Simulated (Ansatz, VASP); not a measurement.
Two plane-wave programs on CaZn15S16

```
Zn Ca S
1.0
     7.64540    0.00000    0.00000
    -3.82270    6.62111    0.00000
     0.00000    0.00000   12.52000
Zn Ca S
15 1 16
Direct
  0.99888 0.99776 0.99396
  0.99888 0.50112 0.99396
  0.50000 0.00000 0.00037
  0.50224 0.50112 0.99396
  0.99549 0.99097 0.50573
  0.99549 0.50451 0.50573
  0.50000 0.00000 0.49822
  0.50903 0.50451 0.50573
  0.16426 0.83213 0.24748
  0.66787 0.33574 0.24748
  0.66787 0.83213 0.24748
  0.33409 0.16591 0.74922
  0.33409 0.66817 0.74922
  0.83183 0.16591 0.74922
  0.83333 0.66667 0.75115
  0.16667 0.33333 0.26331
  0.98945 0.97890 0.17796
  0.98945 0.51055 0.17796
  0.50000 0.00000 0.18781
  0.52110 0.51055 0.17796
  0.99845 0.99691 0.69087
  0.99845 0.50155 0.69087
  0.50000 0.00000 0.68469
  0.50309 0.50155 0.69087
  0.16667 0.33333 0.46944
  0.16577 0.83288 0.43582
  0.66712 0.33423 0.43582
  0.66712 0.83288 0.43582
  0.33411 0.16589 0.93600
  0.33411 0.66821 0.93600
  0.83179 0.16589 0.93600
  0.83333 0.66667 0.93386
```

Alike in both runs: functional PBE; k mesh 3 × 3 × 2; occupations fermi-dirac, width 0.01 eV; no spin polarisation.

Ansatz relaxed the structure, and its values are those at the end. VASP's run is a single point on that final structure, the one shown.

|  | VASP | Ansatz |
| --- | --- | --- |
| version | VASP 6.6.1 | Ansatz 0.2.0 |
| potentials or method | VASP PAW PBE potentials, release 64 (Zn, Ca_sv, S) | plane-wave PAW, scalar-relativistic |
| plane-wave cutoff (eV) | 520 | 420 |
| valence electrons in the cell | 286 | 286 |

```tsv
	VASP	Ansatz	Ansatz less VASP
gap on the k mesh at the Fermi level (eV)	2.20	2.20	-0.005
pressure (GPa)	3.7	3.5	-0.18
rms of the force components (eV/Å)	0.005	0.005	-0.0002
```

The functional is the same, so the differences come from potentials, cutoffs and numerics. Ansatz's warnings: stress scf threshold loose.
